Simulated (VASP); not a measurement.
Write the native input for VASP 6.6.1 that does the following.

- Task: single point
- Functional: PBE
- Potentials or basis: VASP PAW PBE potentials, release 64 (Lu, Hf_pv, O)
- Cutoff: 520 eV
- k mesh: 12 × 12 × 4
- Occupations: gaussian, width 0.1 eV
- Spin: no spin polarisation
- Dipole correction: no
- Further INCAR settings: ALGO = Normal; EDIFF = 1e-07; NBANDS = 44

The structure of LuHf4O lies in POSCAR:

```
LuHf4O
1.0
    3.0124326552      0.0000000000      0.0000000000
    0.0000000000      3.0124326552      0.0000000000
    0.0000000000      0.0000000000     13.4525030635
Lu Hf O
1 4 1
Direct
    0.0000000000      0.0000000000      0.5000000000
    0.5000000000      0.5000000000      0.3181597479
    0.5000000000      0.5000000000      0.8944484299
    0.5000000000      0.5000000000      0.1055515701
    0.5000000000      0.5000000000      0.6818402521
    0.0000000000      0.0000000000      0.0000000000
```

The cell was built from a structure type or drawn by symmetry, and may not be a known phase.

The input as run:

INCAR

```
SYSTEM = LuHf4O
PREC = Accurate
ENCUT = 520
EDIFF = 1E-7
ISMEAR = 0
SIGMA = 0.1
LREAL = .FALSE.
LASPH = .TRUE.
NELM = 100
ALGO = Normal
ISIF = 2
LWAVE = .FALSE.
LCHARG = .FALSE.
GGA = PE
NBANDS = 44
```

KPOINTS

```
regular mesh
0
G
  12 12 4
  0 0 0
```

Potentials or basis: VASP PAW PBE potentials, release 64 (Lu, Hf_pv, O).

Command:

```sh
$ cat potpaw_PBE.64/Lu/POTCAR potpaw_PBE.64/Hf_pv/POTCAR potpaw_PBE.64/O/POTCAR > POTCAR
$ mpirun -np 1 vasp_std > vasp.out
```

It gave:

```
Pressure               : -0.4 GPa
Largest force          : 0.078 eV/Å
Band gap on the k mesh : zero (an odd number of electrons rules out a gap without spin polarisation)
```

Caveat: spin-orbit coupling is left out, which moves the levels of the heavy elements; an odd number of electrons without spin polarisation forces a metal; a magnetic or distorted state may lie lower.

It took 7.3 min on 1 thread of AMD EPYC 9R45 96-Core Processor (Zen 5), with other jobs on the host, peak memory 0.5 GiB.
